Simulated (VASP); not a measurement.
Set up this calculation in VASP 6.6.1, as the native input.

```
Task                   : single point
Functional             : PBEsol
Potentials or basis    : VASP PAW PBE potentials, release 64 (Sc_sv)
Cutoff                 : 520 eV
k mesh                 : 3 × 2 × 3
Occupations            : fermi-dirac, width 0.15 eV
Spin                   : no spin polarisation
Dipole correction      : no
Further INCAR settings : ALGO = Normal; EDIFF = 1e-06; NBANDS = 84
```

The structure of Sc (a cell with a defect) lies in POSCAR:

```
Sc
1.0
    6.6200000000      0.0000000000      0.0000000000
   -4.9650000000      8.5996320000      0.0000000000
    0.0000000000      0.0000000000      5.2761400000
Sc
13
Direct
    0.0291028400     -0.0037237701     -0.0387383332
    0.1705940845      0.2318766253      0.5248823898
    0.0695796563      0.3888826061      0.0306214678
    0.1898218675      0.5780859985      0.5280425577
   -0.0397880234      0.6489642373      0.0140950120
    0.1936023549      0.9074637082      0.4058357782
    0.3961295647     -0.1015995145     -0.1351806932
    0.6888360640      0.2436725539      0.6179604693
    0.5031416470      0.3276826688      0.0596835858
    0.6649162090      0.5536647813      0.5336656532
    0.5307052851      0.6737920431      0.0386099620
    0.7085314059      0.8800089409      0.5027034805
    0.7177521444      0.1056847213      0.1665080702
```

One way to write it, as run:

INCAR

```
PREC     = Accurate       # precision mode
ENCUT    = 520            # plane-wave cutoff, eV
EDIFF    = 1E-6           # SCF threshold, eV
ISMEAR   = -1             # smearing method
SIGMA    = 0.15           # smearing width, eV
LREAL    = False          # projectors in reciprocal space
LASPH    = True           # aspherical terms in the spheres
NELM     = 80             # most SCF steps
ALGO     = Normal         # electronic algorithm
ISIF     = 2              # what is computed and relaxed
LWAVE    = False          # write WAVECAR
LCHARG   = False          # write CHGCAR
GGA      = PS             # functional
NBANDS   = 84             # bands
```

KPOINTS

```
regular mesh
0
Gamma
  3 2 3
```

Potentials or basis: VASP PAW PBE potentials, release 64 (Sc_sv).

Launch:

```console
$ cat potpaw_PBE.64/Sc_sv/POTCAR > POTCAR
$ mpirun -np 1 vasp_std > vasp.out
```

It gave:

- Pressure: 1.8 GPa
- Largest force: 0.045 eV/Å
- Band gap on the k mesh: zero (an odd number of electrons rules out a gap without spin polarisation)

Caveat: the k points lie up to 0.40 Å⁻¹ apart, too coarse for converged energies and pressures of a metal; the PAW data sets were made with another functional, which shifts forces and pressure a little.

It took 14 min on 1 thread of AMD EPYC 7R43 64-Core Processor (Zen 3), on a shared host, peak memory 0.42 GiB.
